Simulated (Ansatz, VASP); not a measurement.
## One calculation of TiSn3O8, two programs

```xyz
12
Lattice="-3.1774 3.3784 3.3837 3.1774 -3.3784 3.3837 3.1774 3.3784 -3.3837" Properties=species:S:1:pos:R:3 pbc="T T T"
Ti    0.0000    0.0000    3.3837
Sn    4.7587    0.0000    0.0000
Sn    1.5962    0.0000    0.0000
Sn    0.0000    3.3784    0.0000
O     1.6662    3.3784    1.2821
O     1.5113    0.0000    4.6658
O     0.0000    2.0252    3.3837
O     0.0000    5.4324    0.0000
O     1.6662    3.3784   -1.2821
O     1.5113    0.0000    2.1016
O     3.1774    1.3532    0.0000
O     0.0000    1.3244    0.0000
```

Alike in both runs: functional PBE; k mesh 6 × 6 × 6; occupations gaussian, width 0.02 eV; no spin polarisation.

Ansatz relaxed the structure, and its values are those at the end. VASP's run is a single point on that final structure, the one shown.

```csv
,VASP,Ansatz
version,VASP 6.6.1,Ansatz 0.2.0
potentials or method,"VASP PAW PBE potentials, release 64 (Ti_sv, Sn_d, O), cutoff 520 eV","scalar-relativistic, plane waves, PAW"
valence electrons in the cell,102,102
```

```csv
,VASP,Ansatz,Ansatz less VASP
gap on the k mesh at the Fermi level (eV),1.71,1.72,+0.013
least direct gap on the mesh (eV),1.71,1.72,+0.013
pressure (GPa),0.6,0.0,-0.61
rms of the force components (eV/Å),0.008,0.001,-0.0071
```
